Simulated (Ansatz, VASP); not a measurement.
# Two plane-wave programs on N

```
CELL_PARAMETERS angstrom
3.20402 -2.13390 0.00000
3.20402 2.13390 0.00000
0.00000 0.00000 7.53151
ATOMIC_POSITIONS crystal
N 0.90714 0.09286 0.05081
N 0.59286 0.40714 0.55081
N 0.09286 0.90714 0.94919
N 0.40714 0.59286 0.44919
```

Alike in both runs: functional PBE; k mesh 6 × 6 × 4; occupations gaussian, width 0.1 eV; no spin polarisation.

Ansatz relaxed the structure, and its values are those at the end. VASP's run is a single point on that final structure, the one shown.

|  | VASP | Ansatz |
| --- | --- | --- |
| version | VASP 6.6.1 | Ansatz 0.2.0 |
| potentials or method | VASP PAW PBE potentials, release 64 (N), cutoff 520 eV | scalar-relativistic, plane waves, PAW |
| valence electrons in the cell | 20 | 20 |

```csv
,VASP,Ansatz,Ansatz less VASP
gap on the k mesh at the Fermi level (eV),7.59,7.64,+0.044
least direct gap on the mesh (eV),7.60,7.64,+0.045
pressure (GPa),2.0,0.2,-1.79
rms of the force components (eV/Å),1.018,0.009,-1.0085
```

Noted on VASP's run: the standard files for N, O and F lose accuracy on very short bonds.
